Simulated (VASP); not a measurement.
# InSe (R3m) in VASP: further runs, part 2 of 3

VASP 6.6.1. Earlier steps stand in the parts before.

## 3. Electric field gradients, PBEsol (28.52 Å³/atom)

The input, INCAR:

```
SYSTEM = InSe
  ALGO = Normal
  EDIFF = 1E-8
  ENCUT = 520
  GGA = PS
  ISIF = 2
  ISMEAR = -1
  LASPH = .TRUE.
  LCHARG = .FALSE.
  LEFG = .TRUE.
  LREAL = .FALSE.
  LWAVE = .FALSE.
  NBANDS = 27
  NELM = 60
  PREC = Accurate
  SIGMA = 0.01
```

The input, KPOINTS:

```
k-points
0
G
  7 7 7
  0 0 0
```

The input, POSCAR:

```
InSe
1.0
    1.9933106383      1.1508384336      8.2888548424
   -1.9933106383      1.1508384336      8.2888548424
    0.0000000000     -2.3016768672      8.2888548424
In Se
2 2
Direct
    0.0000000000      0.0000000000      0.0000000000
    0.1122000000      0.1122000000      0.1122000000
    0.6155000000      0.6155000000      0.6155000000
    0.8300000000      0.8300000000      0.8300000000
```

Potentials or basis: VASP PAW PBE potentials, release 64 (In_d, Se).

On the command line:

```bash
$ cat potpaw_PBE.64/In_d/POTCAR potpaw_PBE.64/Se/POTCAR > POTCAR
$ mpirun -np 1 vasp_std > vasp.out
```

OUTCAR:

```text
SYSTEM = InSe
   EDIFF = 1E-8
   ENCUT = 520
   GGA = PS
   ISIF = 2
   ISMEAR = -1
   LASPH = .TRUE.
   LREAL = .FALSE.
   NELM = 60
   PREC = Accurate

 ion  position               nearest neighbor table
   1  0.000  0.000  0.000-   3 2.63   3 2.63   3 2.63   2 2.79
   2  0.112  0.112  0.112-   4 2.63   4 2.63   4 2.63   1 2.79
   3  0.615  0.615  0.615-   1 2.63   1 2.63   1 2.63
   4  0.830  0.830  0.830-   2 2.63   2 2.63   2 2.63

  LATTYP: Found a trigonal (rhomboedric) cell.
 ALAT       =     8.6024898140
 COS(alpha) =     0.8926179648

  Lattice vectors:

 A1 = (   1.9933106383,   1.1508384336,   8.2888548424)
 A2 = (  -1.9933106383,   1.1508384336,   8.2888548424)
 A3 = (   0.0000000000,  -2.3016768672,   8.2888548424)

Analysis of symmetry for initial positions (statically):
=====================================================================
 Subroutine PRICEL returns:
 Original cell was already a primitive cell.

 Routine SETGRP: Setting up the symmetry group for a
 trigonal (rhombohedral) supercell.

 Subroutine GETGRP returns: Found  6 space group operations
 (whereof  6 operations were pure point group operations)
 out of a pool of 12 trial point group operations.

The static configuration has the point symmetry C_3v.

Analysis of symmetry for dynamics (positions and initial velocities):
=====================================================================
 Subroutine PRICEL returns:
 Original cell was already a primitive cell.

 Routine SETGRP: Setting up the symmetry group for a
[... 887 lines left out ...]

  FORCE on cell =-STRESS in cart. coord.  units (eV):
  Direction    XX          YY          ZZ          XY          YZ          ZX
  --------------------------------------------------------------------------------------
  -------------------------------------------------------------------------------------
  Total        0.7621363      0.7621363      0.3115726      0.0000000      0.0000000      0.0000000
  in kB       10.7030630     10.7030630      4.3755707      0.0000000      0.0000000      0.0000000
  external PRESSURE =       8.5938989 kB  Pullay stress =       0.0000000 kB

 VOLUME and BASIS-vectors are now :
 -----------------------------------------------------------------------------
  energy-cutoff  :      520.00
  volume of cell :      114.09
      direct lattice vectors                 reciprocal lattice vectors
     1.993310638  1.150838434  8.288854842     0.250838976  0.144821951  0.040214642
    -1.993310638  1.150838434  8.288854842    -0.250838976  0.144821951  0.040214642
     0.000000000 -2.301676867  8.288854842     0.000000000 -0.289643901  0.040214642

 POSITION                                       TOTAL-FORCE (eV/Angst)
 -----------------------------------------------------------------------------------
      0.00000      0.00000      0.00000         0.000000      0.000000      0.211603
      0.00000      0.00000      2.79003         0.000000      0.000000     -0.210335
      0.00000      0.00000     15.30537         0.000000      0.000000     -0.103753
      0.00000      0.00000     20.63925         0.000000     -0.000000      0.102486
 -----------------------------------------------------------------------------------
    total drift:                               -0.000000      0.000000      0.000131

  FREE ENERGIE OF THE ION-ELECTRON SYSTEM (eV)
  ---------------------------------------------------
  free  energy   TOTEN  =       -15.5878843419 eV

  energy  without entropy=      -15.5878843419  energy(sigma->0) =      -15.58788434

 Electric field gradients (V/A^2)
---------------------------------------------------------------------
 ion       V_xx      V_yy      V_zz      V_xy      V_xz      V_yz
---------------------------------------------------------------------
   1      52.110    52.110  -104.220     0.000    -0.000     0.000
   2      52.209    52.209  -104.418    -0.000     0.000    -0.000
   3      28.809    28.809   -57.618    -0.000    -0.000     0.000
   4      30.894    30.894   -61.787    -0.000    -0.000    -0.000
---------------------------------------------------------------------

 Electric field gradients after diagonalization (V/A^2)
 (convention: |V_zz| > |V_xx| > |V_yy|)
----------------------------------------------------------------------
 ion       V_xx      V_yy      V_zz     asymmetry (V_yy - V_xx)/ V_zz
----------------------------------------------------------------------
   1      52.110    52.110  -104.220       0.000
   2      52.209    52.209  -104.418       0.000
   3      28.809    28.809   -57.618       0.000
   4      30.894    30.894   -61.787       0.000
----------------------------------------------------------------------

           NMR quadrupolar parameters

 Cq : quadrupolar parameter    Cq=e*Q*V_zz/h
 eta: asymmetry parameters     (V_yy - V_xx)/ V_zz
 Q  : nuclear electric quadrupole moment in mb (millibarn)
----------------------------------------------------------------------
 ion       Cq(MHz)       eta       Q (mb)
----------------------------------------------------------------------
   1      -0.252       0.000       1.000
   2      -0.252       0.000       1.000
   3      -0.139       0.000       1.000
   4      -0.149       0.000       1.000
----------------------------------------------------------------------
```

OSZICAR:

```text
N       E                     dE             d eps       ncg     rms          rms(c)
DAV:   1     0.338646153636E+03    0.33865E+03   -0.17238E+04  2376   0.155E+03
DAV:   2     0.251690489649E+02   -0.31348E+03   -0.30363E+03  2379   0.388E+02
DAV:   3    -0.142356977131E+02   -0.39405E+02   -0.38657E+02  3026   0.146E+02
DAV:   4    -0.159767042586E+02   -0.17410E+01   -0.17360E+01  2810   0.315E+01
DAV:   5    -0.160487905853E+02   -0.72086E-01   -0.72075E-01  3721   0.632E+00    0.664E+00
DAV:   6    -0.156234120537E+02    0.42538E+00   -0.81005E-01  3344   0.155E+01    0.401E+00
DAV:   7    -0.155911558365E+02    0.32256E-01   -0.32327E-01  3395   0.441E+00    0.112E+00
DAV:   8    -0.155877553687E+02    0.34005E-02   -0.29601E-02  3624   0.190E+00    0.562E-01
DAV:   9    -0.155878169649E+02   -0.61596E-04   -0.47236E-03  2938   0.485E-01    0.139E-01
DAV:  10    -0.155878338138E+02   -0.16849E-04   -0.29778E-04  3266   0.128E-01    0.699E-02
DAV:  11    -0.155878859316E+02   -0.52118E-04   -0.10574E-04  2985   0.943E-02    0.194E-02
DAV:  12    -0.155878819377E+02    0.39939E-05   -0.13799E-05  3585   0.430E-02    0.135E-02
DAV:  13    -0.155878839634E+02   -0.20257E-05   -0.34369E-06  2973   0.102E-02    0.678E-03
DAV:  14    -0.155878843238E+02   -0.36041E-06   -0.10432E-06  2700   0.123E-02    0.187E-03
DAV:  15    -0.155878843511E+02   -0.27359E-07   -0.88862E-08  3026   0.245E-03    0.620E-04
DAV:  16    -0.155878843383E+02    0.12817E-07   -0.28499E-08  2282   0.104E-03    0.367E-04
DAV:  17    -0.155878843419E+02   -0.35379E-08   -0.18985E-09  1545   0.434E-04
   1 F= -.15587884E+02 E0= -.15587884E+02  d E =-.138951E-13
```

It took 5.7 min on 1 thread of Intel Xeon 6975P-C (Granite Rapids), shared host; peak memory 0.58 GiB.

Results:

```
Free energy                             : -15.5879 eV
Pressure                                : 0.9 GPa
Largest force                           : 0.212 eV/Å
Band gap on the k mesh                  : 0.68 eV (least direct gap 0.71 eV)
Largest electric field gradient by atom : In -104.2, -104.4; Se -57.6, -61.8 V/Å²
```

Forces in eV/Å, atoms in the order of the input:
```
In   0.000  0.000  0.212
In   0.000  0.000 -0.210
Se   0.000  0.000 -0.104
Se   0.000  0.000  0.102
```

Stress tensor (GPa, compression positive):
```
1.07 0.00 0.00
0.00 1.07 0.00
0.00 0.00 0.44
```

Levels at points of the mesh, in eV from the valence-band top:
```tsv
k point	band 17	band 18	band 19	band 20	band 21	band 22
(0.00, 0.00, 0.00)	-1.21	-1.07	-1.07	1.88	2.16	4.48
```

Electric field gradients, principal values (V/Å²):
```
atom   least  middle  greatest (by size)
1 In  52.110  52.110            -104.220
2 In  52.209  52.209            -104.418
3 Se  28.809  28.809             -57.618
4 Se  30.894  30.894             -61.787
```

Caveat: without QUAD_EFG the Cq values of the log hold for a quadrupole moment of 1 mb, not for the nuclei; the PAW data sets were made with another functional, which shifts forces and pressure a little; spin-orbit coupling is left out, which moves the levels of the heavy elements; an odd mesh through Γ misses points on the zone boundary, where band edges can lie.

## 4. Electric field gradients, PBEsol

This run uses another cell than the first one, of 28.81 Å³/atom.

The input, INCAR:

```
PREC = Accurate ; ENCUT = 520
EDIFF = 1E-8 ; ISMEAR = -1
SIGMA = 0.01 ; LREAL = F
LASPH = T ; NELM = 100
ALGO = Normal ; ISIF = 2
LWAVE = F ; LCHARG = F
GGA = PS ; LEFG = T
NBANDS = 27
```

The input, KPOINTS:

```
Automatic mesh
0
Gamma
  7 7 7
```

The input, POSCAR:

```
InSe
1.0
    1.9999996503      1.1547003365      8.3166700000
   -1.9999996503      1.1547003365      8.3166700000
    0.0000000000     -2.3094006730      8.3166700000
In Se
2 2
Direct
    0.0000000000      0.0000000000      0.0000000000
    0.1122000000      0.1122000000      0.1122000000
    0.6155000000      0.6155000000      0.6155000000
    0.8300000000      0.8300000000      0.8300000000
```

Potentials or basis: VASP PAW PBE potentials, release 64 (In_d, Se).

On the command line:

```bash
$ cat potpaw_PBE.64/In_d/POTCAR potpaw_PBE.64/Se/POTCAR > POTCAR
$ mpirun -np 1 vasp_std > vasp.out
```

OUTCAR:

```text
PREC = Accurate
   ENCUT = 520
   EDIFF = 1E-8
   ISMEAR = -1
   LREAL = F
   LASPH = T
   NELM = 100
   ISIF = 2
   GGA = PS

 ion  position               nearest neighbor table
   1  0.000  0.000  0.000-   3 2.64   3 2.64   3 2.64   2 2.80
   2  0.112  0.112  0.112-   4 2.64   4 2.64   4 2.64   1 2.80
   3  0.615  0.615  0.615-   1 2.64   1 2.64   1 2.64
   4  0.830  0.830  0.830-   2 2.64   2 2.64   2 2.64

  LATTYP: Found a trigonal (rhomboedric) cell.
 ALAT       =     8.6313574458
 COS(alpha) =     0.8926179648

  Lattice vectors:

 A1 = (   1.9999996503,   1.1547003365,   8.3166700000)
 A2 = (  -1.9999996503,   1.1547003365,   8.3166700000)
 A3 = (   0.0000000000,  -2.3094006730,   8.3166700000)

Analysis of symmetry for initial positions (statically):
=====================================================================
 Subroutine PRICEL returns:
 Original cell was already a primitive cell.

 Routine SETGRP: Setting up the symmetry group for a
 trigonal (rhombohedral) supercell.

 Subroutine GETGRP returns: Found  6 space group operations
 (whereof  6 operations were pure point group operations)
 out of a pool of 12 trial point group operations.

The static configuration has the point symmetry C_3v.

Analysis of symmetry for dynamics (positions and initial velocities):
=====================================================================
 Subroutine PRICEL returns:
 Original cell was already a primitive cell.

[... 883 lines left out ...]
     27      11.1494      0.00000

 [... further k-points ...]

------------------------ aborting loop because EDIFF is reached ----------------------------------------

  FORCE on cell =-STRESS in cart. coord.  units (eV):
  Direction    XX          YY          ZZ          XY          YZ          ZX
  --------------------------------------------------------------------------------------
  -------------------------------------------------------------------------------------
  Total        0.3689446      0.3689446     -0.0551747      0.0000000      0.0000000      0.0000000
  in kB        5.1294623      5.1294623     -0.7670970      0.0000000      0.0000000      0.0000000
  external PRESSURE =       3.1639425 kB  Pullay stress =       0.0000000 kB

 VOLUME and BASIS-vectors are now :
 -----------------------------------------------------------------------------
  energy-cutoff  :      520.00
  volume of cell :      115.24
      direct lattice vectors                 reciprocal lattice vectors
     1.999999650  1.154700336  8.316670000     0.250000044  0.144337593  0.040080144
    -1.999999650  1.154700336  8.316670000    -0.250000044  0.144337593  0.040080144
     0.000000000 -2.309400673  8.316670000     0.000000000 -0.288675185  0.040080144

 POSITION                                       TOTAL-FORCE (eV/Angst)
 -----------------------------------------------------------------------------------
      0.00000      0.00000      0.00000         0.000000      0.000000      0.171821
      0.00000      0.00000      2.79939         0.000000      0.000000     -0.171081
      0.00000      0.00000     15.35673         0.000000     -0.000000     -0.027875
      0.00000      0.00000     20.70851         0.000000     -0.000000      0.027135
 -----------------------------------------------------------------------------------
    total drift:                               -0.000000     -0.000000     -0.000291

  FREE ENERGIE OF THE ION-ELECTRON SYSTEM (eV)
  ---------------------------------------------------
  free  energy   TOTEN  =       -15.5923583502 eV

  energy  without entropy=      -15.5923583502  energy(sigma->0) =      -15.59235835

 Electric field gradients (V/A^2)
---------------------------------------------------------------------
 ion       V_xx      V_yy      V_zz      V_xy      V_xz      V_yz
---------------------------------------------------------------------
   1      51.432    51.432  -102.864     0.000    -0.000    -0.000
   2      51.536    51.536  -103.072     0.000     0.000     0.000
   3      28.724    28.724   -57.447    -0.000    -0.000    -0.000
   4      30.759    30.759   -61.519    -0.000    -0.000     0.000
---------------------------------------------------------------------

 Electric field gradients after diagonalization (V/A^2)
 (convention: |V_zz| > |V_xx| > |V_yy|)
----------------------------------------------------------------------
 ion       V_xx      V_yy      V_zz     asymmetry (V_yy - V_xx)/ V_zz
----------------------------------------------------------------------
   1      51.432    51.432  -102.864       0.000
   2      51.536    51.536  -103.072       0.000
   3      28.724    28.724   -57.447       0.000
   4      30.759    30.759   -61.519       0.000
----------------------------------------------------------------------

           NMR quadrupolar parameters

 Cq : quadrupolar parameter    Cq=e*Q*V_zz/h
 eta: asymmetry parameters     (V_yy - V_xx)/ V_zz
 Q  : nuclear electric quadrupole moment in mb (millibarn)
----------------------------------------------------------------------
 ion       Cq(MHz)       eta       Q (mb)
----------------------------------------------------------------------
   1      -0.249       0.000       1.000
   2      -0.249       0.000       1.000
   3      -0.139       0.000       1.000
   4      -0.149       0.000       1.000
----------------------------------------------------------------------
```

OSZICAR:

```text
N       E                     dE             d eps       ncg     rms          rms(c)
DAV:   1     0.340173266469E+03    0.34017E+03   -0.17294E+04  2376   0.156E+03
DAV:   2     0.246674732546E+02   -0.31551E+03   -0.30577E+03  2409   0.387E+02
DAV:   3    -0.141938107670E+02   -0.38861E+02   -0.37949E+02  2989   0.145E+02
DAV:   4    -0.159805468824E+02   -0.17867E+01   -0.17804E+01  2845   0.317E+01
DAV:   5    -0.160532821687E+02   -0.72735E-01   -0.72721E-01  3609   0.628E+00    0.654E+00
DAV:   6    -0.156265203626E+02    0.42676E+00   -0.81934E-01  3352   0.155E+01    0.394E+00
DAV:   7    -0.155956991063E+02    0.30821E-01   -0.31989E-01  3373   0.431E+00    0.113E+00
DAV:   8    -0.155922339600E+02    0.34651E-02   -0.28587E-02  3608   0.185E+00    0.556E-01
DAV:   9    -0.155922903252E+02   -0.56365E-04   -0.47421E-03  2966   0.498E-01    0.140E-01
DAV:  10    -0.155923060993E+02   -0.15774E-04   -0.30317E-04  3248   0.130E-01    0.681E-02
DAV:  11    -0.155923598078E+02   -0.53709E-04   -0.10627E-04  2998   0.953E-02    0.198E-02
DAV:  12    -0.155923559455E+02    0.38623E-05   -0.13473E-05  3567   0.429E-02    0.129E-02
DAV:  13    -0.155923579647E+02   -0.20192E-05   -0.36826E-06  2997   0.111E-02    0.641E-03
DAV:  14    -0.155923583282E+02   -0.36349E-06   -0.10713E-06  2708   0.124E-02    0.184E-03
DAV:  15    -0.155923583580E+02   -0.29821E-07   -0.93783E-08  3002   0.247E-03    0.607E-04
DAV:  16    -0.155923583473E+02    0.10748E-07   -0.28803E-08  2281   0.106E-03    0.378E-04
DAV:  17    -0.155923583502E+02   -0.29036E-08   -0.20370E-09  1566   0.444E-04
   1 F= -.15592358E+02 E0= -.15592358E+02  d E =-.316958E-13
```

stdout:

```text
POSCAR found type information on POSCAR InSe
 POSCAR found :  2 types and       4 ions
 scaLAPACK will be used
 -----------------------------------------------------------------------------
|                                                                             |
|                                                                             |
|     You enforced a specific xc type in the INCAR file but a different       |
|     I HOPE YOU KNOW WHAT YOU ARE DOING!                                     |
|                                                                             |
 -----------------------------------------------------------------------------

 LDA part: xc-table for (Slater+PW92), standard interpolation
 POSCAR, INCAR and KPOINTS ok, starting setup
 FFT: planning ... GRIDC
 FFT: planning ... GRID_SOFT
 FFT: planning ... GRID
 WAVECAR not read
 entering main loop
ion   1

ion   2

ion   3

ion   4
```

Run time: 8.1 min. Hardware: 1 thread of Intel Xeon Platinum 8259CL at 2.50GHz (Skylake/Cascade Lake), shared host; peak memory 0.59 GiB.

Results:

| Quantity | Value |
| --- | --- |
| Free energy | -15.5924 eV |
| Pressure | 0.3 GPa |
| Largest force | 0.172 eV/Å |
| Band gap on the k mesh | 0.66 eV (least direct gap 0.69 eV) |
| Largest electric field gradient by atom | In -102.9, -103.1; Se -57.4, -61.5 V/Å² |

Forces in eV/Å, atoms in the order of the input:
```
In   0.000  0.000  0.172
In   0.000  0.000 -0.171
Se   0.000  0.000 -0.028
Se   0.000  0.000  0.027
```

Stress tensor (GPa, compression positive):
```
 0.51  0.00  0.00
 0.00  0.51  0.00
 0.00  0.00 -0.08
```

Electric field gradients, principal values (V/Å²):
| atom | least | middle | greatest (by size) |
| --- | --- | --- | --- |
| 1 In | 51.432 | 51.432 | -102.864 |
| 2 In | 51.536 | 51.536 | -103.072 |
| 3 Se | 28.724 | 28.724 | -57.447 |
| 4 Se | 30.759 | 30.759 | -61.519 |

Caveat: without QUAD_EFG the Cq values of the log hold for a quadrupole moment of 1 mb, not for the nuclei; the PAW data sets were made with another functional, which shifts forces and pressure a little; spin-orbit coupling is left out, which moves the levels of the heavy elements; an odd mesh through Γ misses points on the zone boundary, where band edges can lie.

(Part 2 of 3 ends here.)
